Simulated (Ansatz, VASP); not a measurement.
One calculation of Nb, two programs

```
Nb
1.0
     0.00000    2.86746    2.86746
     2.86746    0.00000    2.86746
     2.86746    2.86746    0.00000
Nb
2
Cartesian
  0.7169 0.7169 0.7169
  5.0181 5.0181 5.0181
```

Alike in both runs: task single point; functional PBEsol; k mesh 11 × 11 × 11; occupations fermi-dirac, width 0.1 eV; no spin polarisation.

|  | VASP | Ansatz |
| --- | --- | --- |
| version | VASP 6.6.1 | Ansatz 0.2.0 |
| potentials or method | VASP PAW PBE potentials, release 64 (Nb_sv), cutoff 520 eV | plane waves (420 eV) with PAW, scalar-relativistic |
| valence electrons in the cell | 26 | 26 |

Ansatz gave:

```
pressure (GPa) : 3.3
```

Problem. Which values does VASP return?

Solution. Pressure (GPa): 3.4.

VASP's potentials were made for PBE, not for PBEsol, and Ansatz warns of the same on its side.
